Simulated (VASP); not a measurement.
Crystal: NaCl.

```
CELL_PARAMETERS angstrom
0.00000 5.63862 5.63862
5.63862 0.00000 5.63862
5.63862 5.63862 0.00000
ATOMIC_POSITIONS crystal
Cl 0.73868 0.23786 0.26684
Cl 0.25639 0.74828 0.74854
Cl 0.22466 0.73712 0.27340
Cl 0.75048 0.26019 0.75690
Cl 0.25283 0.25951 0.73604
Cl 0.75325 0.75527 0.24726
Cl 0.23660 0.24449 0.26104
Cl 0.75321 0.75119 0.74230
Na 0.00335 0.00694 0.00128
Na 0.50106 0.49191 0.49649
Na 0.99211 0.01141 0.49821
Na 0.49808 0.50304 0.99961
Na 0.96860 0.53612 0.00296
Na 0.48575 0.98161 0.50378
Na 0.52245 0.99185 0.99829
Na 0.00739 0.48086 0.49515
```

Base run:

* Program: VASP 6.6.1
* Functional: PBEsol
* Potentials or basis: VASP PAW PBE potentials, release 64 (Cl, Na_pv)
* Cutoff: 520 eV
* k mesh: 2 × 2 × 2, shifted
* Occupations: fermi-dirac, width 0.05 eV
* Spin: no spin polarisation

Its results: band gap on the k mesh 5.34 eV; pressure -0.1 GPa; largest force 0.568 eV/Å.

Q: The run is repeated on the same cell with these changes: dispersion from none to D3(BJ). What comes out?

A: Band gap on the k mesh 5.34 eV; pressure -1.5 GPa; largest force 0.567 eV/Å.

Dispersion adds attraction, which lowers the pressure at fixed volume and, as a term added to the energy, leaves the levels alone.

Caveats: the PAW data sets were made with another functional, which shifts forces and pressure a little; a shifted mesh leaves out Γ, where band edges can lie.

A k mesh can miss the band edges.
